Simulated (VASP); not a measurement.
# Ga5N6 in VASP: further runs, part 2 of 2

VASP 6.6.1. Earlier steps stand in the parts before.

### Step 3. Single point, PBEsol

INCAR reads:

```
SYSTEM = Ga5N6
  PREC = Accurate
  ENCUT = 520
  EDIFF = 1E-7
  ISMEAR = 0
  SIGMA = 0.01
  LREAL = .FALSE.
  LASPH = .TRUE.
  NELM = 60
  ALGO = Normal
  ISIF = 2
  LWAVE = .FALSE.
  LCHARG = .FALSE.
  LDIPOL = .TRUE.
  IDIPOL = 3
  DIPOL = 0.5 0.5 0.500
  GGA = PS
  NBANDS = 58
```

KPOINTS reads:

```
Automatic mesh
0
G
  8 8 1
  0 0 0
```

POSCAR reads:

```
Ga5N6
1.0
    3.1807290383      0.0000000000      0.0000000000
    0.0000000000      3.1807290383      0.0000000000
    0.0000000000      0.0000000000     26.2455753606
N Ga
6 5
Direct
    0.0000000000      0.5000000000      0.2857624532
    0.5000000000      0.0000000000      0.3714574719
    0.0000000000      0.5000000000      0.4571524906
    0.5000000000      0.0000000000      0.5428475094
    0.0000000000      0.5000000000      0.6285425281
    0.5000000000      0.0000000000      0.7142375468
    0.5000000000      0.5000000000      0.3286099625
    0.0000000000      0.0000000000      0.4143049813
    0.5000000000      0.5000000000      0.5000000000
    0.0000000000      0.0000000000      0.5856950187
    0.5000000000      0.5000000000      0.6713900375
```

Potentials or basis: VASP PAW PBE potentials, release 64 (N, Ga_d).

On the command line:

```sh
$ cat potpaw_PBE.64/N/POTCAR potpaw_PBE.64/Ga_d/POTCAR > POTCAR
$ mpirun -np 1 vasp_std > vasp.out
```

Wall time 3.2 min (1 thread of Intel Xeon 6975P-C (Granite Rapids), shared host); peak memory 0.41 GiB.

The run converged. Its results:

```
Free energy            : -66.4893 eV
Largest force          : 1.718 eV/Å
Band gap on the k mesh : zero (an odd number of electrons rules out a gap without spin polarisation)
```

Forces in eV/Å, atoms in the order of the input:
```
N    0.000  0.000  1.365
N    0.000  0.000  0.558
N    0.000  0.000  0.082
N    0.000  0.000 -0.082
N    0.000  0.000 -0.558
N    0.000  0.000 -1.365
Ga   0.000  0.000 -1.718
Ga   0.000  0.000 -0.279
Ga   0.000  0.000  0.000
Ga   0.000  0.000  0.279
Ga   0.000  0.000  1.718
```

Levels at points of the mesh, in eV from the Fermi level:
```csv
k point,band 44,band 45,band 46,band 47,band 48,band 49,band 50,band 51
"(0.00, 0.00, 0.00)",-0.53,0.02,0.02,0.03,0.77,0.77,2.24,3.18
"(0.50, 0.00, 0.00)",-1.25,-0.70,-0.42,-0.16,0.00,0.99,4.69,4.73
"(0.50, 0.50, 0.00)",-2.62,-2.54,-0.71,-0.71,-0.71,-0.69,3.56,3.56
```

Caveat: the PAW data sets were made with another functional, which shifts forces and pressure a little; an odd number of electrons without spin polarisation forces a metal; a magnetic or distorted state may lie lower.

### Step 4. Single point, r2SCAN

POSCAR is that of step 3.

INCAR.step1 reads:

```
PREC     = Accurate       # precision mode
ENCUT    = 520            # plane-wave cutoff, eV
ISMEAR   = 0              # smearing method
SIGMA    = 0.05           # smearing width, eV
LREAL    = False          # projectors in reciprocal space
LASPH    = True           # aspherical terms in the spheres
NELM     = 80             # most SCF steps
LDIPOL   = True         
IDIPOL   = 3            
DIPOL    = 0.5 0.5 0.500
NBANDS   = 58             # bands
GGA      = PE             # functional
ALGO     = Normal         # electronic algorithm
EDIFF    = 1E-4           # SCF threshold, eV
LWAVE    = True           # write WAVECAR
LCHARG   = False          # write CHGCAR
```

INCAR.step2 reads:

```
PREC     = Accurate       # precision mode
ENCUT    = 520            # plane-wave cutoff, eV
EDIFF    = 1E-6           # SCF threshold, eV
ISMEAR   = 0              # smearing method
SIGMA    = 0.05           # smearing width, eV
LREAL    = False          # projectors in reciprocal space
LASPH    = True           # aspherical terms in the spheres
NELM     = 80             # most SCF steps
ALGO     = Normal         # electronic algorithm
ISIF     = 2              # what is computed and relaxed
LWAVE    = False          # write WAVECAR
LCHARG   = True           # write CHGCAR
LDIPOL   = True         
IDIPOL   = 3            
DIPOL    = 0.5 0.5 0.500
METAGGA  = R2SCAN         # meta-GGA
LMIXTAU  = True         
LELF     = True           # ELF
LVHAR    = True         
LVACPOTAV= True         
NBANDS   = 58             # bands
ISTART   = 1
```

KPOINTS reads:

```
Automatic mesh
0
Gamma
  8 8 1
```

On the command line:

```sh
$ cat potpaw_PBE.64/N/POTCAR potpaw_PBE.64/Ga_d/POTCAR > POTCAR
$ cp INCAR.step1 INCAR
$ mpirun -np 1 vasp_std > vasp.out
$ cp INCAR.step2 INCAR
$ mpirun -np 1 vasp_std > vasp.out
```

It took 9.3 min on 1 thread of Intel Xeon 6975P-C (Granite Rapids), shared host; peak memory 0.47 GiB.

The run converged. Its results:

```yaml
Free_energy: -110.5751 eV
Largest_force: 1.801 eV/Å
Band_gap_on_the_k_mesh: zero (an odd number of electrons rules out a gap without spin polarisation)
Work_function_of_the_upper_face: 8.60 eV
Work_function_of_the_lower_face: 8.60 eV
```

Forces on the atoms (eV/Å):
```
N    0.000  0.000  1.352
N    0.000  0.000  0.622
N    0.000  0.000  0.092
N    0.000  0.000 -0.092
N    0.000  0.000 -0.622
N    0.000  0.000 -1.352
Ga   0.000  0.000 -1.801
Ga   0.000  0.000 -0.328
Ga   0.000  0.000  0.000
Ga   0.000  0.000  0.328
Ga   0.000  0.000  1.801
```

Levels at points of the mesh, in eV from the Fermi level:
```
           k point  band 45  band 46  band 47  band 48  band 49  band 50  band 51  band 52
(0.00, 0.00, 0.00)    -0.01    -0.01     0.04     0.97     0.97     2.65     3.72     3.99
(0.50, 0.00, 0.00)    -0.61    -0.42    -0.20     0.00     1.22     5.29     5.33     6.36
(0.50, 0.50, 0.00)    -2.58    -0.73    -0.73    -0.55    -0.54     4.09     4.09     5.66
```

Caveat: the PAW data sets were made with another functional, which shifts forces and pressure a little; an odd number of electrons without spin polarisation forces a metal; a magnetic or distorted state may lie lower.

### Step 5. Summary

| level | smearing | gap on the mesh (eV) | largest force (eV/Å) |
| --- | --- | --- | --- |
| PBEsol | gaussian 0.05 eV | none | 1.74 |
| PBEsol | gaussian 0.01 eV | none | 1.72 |
| r2SCAN | gaussian 0.05 eV | none | 1.80 |

Alike in all rows: task single point; potentials or basis VASP PAW PBE potentials, release 64 (N, Ga_d); no spin polarisation; cell as given; k mesh 8 × 8 × 1; cutoff (eV) 520.

Caveats: the PAW data sets were made with another functional, which shifts forces and pressure a little; an odd number of electrons without spin polarisation forces a metal; a magnetic or distorted state may lie lower.

Total energies depend on the potentials used, so only differences within one code and one set of settings carry meaning.
